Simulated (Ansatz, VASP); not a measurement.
## Tl: VASP beside Ansatz

```
Tl
1.0
     3.15950    0.00000    0.00000
     0.00000    3.15950    0.00000
     0.00000    0.00000    3.15950
Tl
1
Direct
  0.00000 0.00000 0.00000
```

Alike in both runs: task single point; functional PBE; k mesh 16 × 16 × 16; occupations fermi-dirac, width 0.1 eV; no spin polarisation.

|  | VASP | Ansatz |
| --- | --- | --- |
| version | VASP 6.6.1 | Ansatz 0.2.0 |
| potentials or method | VASP PAW PBE potentials, release 64 (Tl_d), cutoff 520 eV | plane waves (420 eV) with PAW, scalar-relativistic |
| valence electrons in the cell | 13 | 13 |

```csv
,VASP,Ansatz,Ansatz less VASP
pressure (GPa),2.4,2.4,+0.06
```

The functional is the same, so the differences come from potentials, cutoffs and numerics.

Spin-orbit coupling is off throughout.
